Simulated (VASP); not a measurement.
Input of a VASP 6.6.1 run:

The input INCAR:

```
SYSTEM = NaLa3
ALGO     = Normal         ! electronic algorithm
EDIFF    = 1E-6           ! SCF threshold, eV
ENCUT    = 500            ! plane-wave cutoff, eV
GGA      = PE             ! functional
GGA_COMPAT= .FALSE.      
ISIF     = 2              ! what is computed and relaxed
ISMEAR   = -1             ! smearing method
LASPH    = .TRUE.         ! aspherical terms in the spheres
LCHARG   = .FALSE.        ! write CHGCAR
LMAXMIX  = 6              ! l up to which the mixer works
LREAL    = .FALSE.        ! projectors in reciprocal space
LWAVE    = .FALSE.        ! write WAVECAR
NBANDS   = 28             ! bands
NELM     = 200            ! most SCF steps
PREC     = Accurate       ! precision mode
SIGMA    = 0.1            ! smearing width, eV
```

Contents of KPOINTS:

```
k-points
0
G
  3 3 3
  0 0 0
```

POSCAR

```
NaLa3
1.0
    5.2563000000      0.0000000000      0.0000000000
    0.0000000000      5.2563000000      0.0000000000
    0.0000000000      0.0000000000      5.2563000000
Na La
1 3
Direct
    0.0000000000      0.0000000000      0.0000000000
    0.5000000000      0.0000000000      0.5000000000
    0.0000000000      0.5000000000      0.5000000000
    0.5000000000      0.5000000000      0.0000000000
```

Potentials or basis: VASP PAW PBE potentials, release 64 (Na_pv, La).

Launch:

```sh
$ cat potpaw_PBE.64/Na_pv/POTCAR potpaw_PBE.64/La/POTCAR > POTCAR
$ mpirun -np 1 vasp_std > vasp.out
```

Predict the pressure.

0.8 GPa.

Predict the band gap on the k mesh.

zero (bands 20 and 21 overlap by 0.72 eV).

Caveat: the k points lie up to 0.40 Å⁻¹ apart, too coarse for converged energies and pressures of a metal; spin-orbit coupling is left out, which moves the levels of the heavy elements.
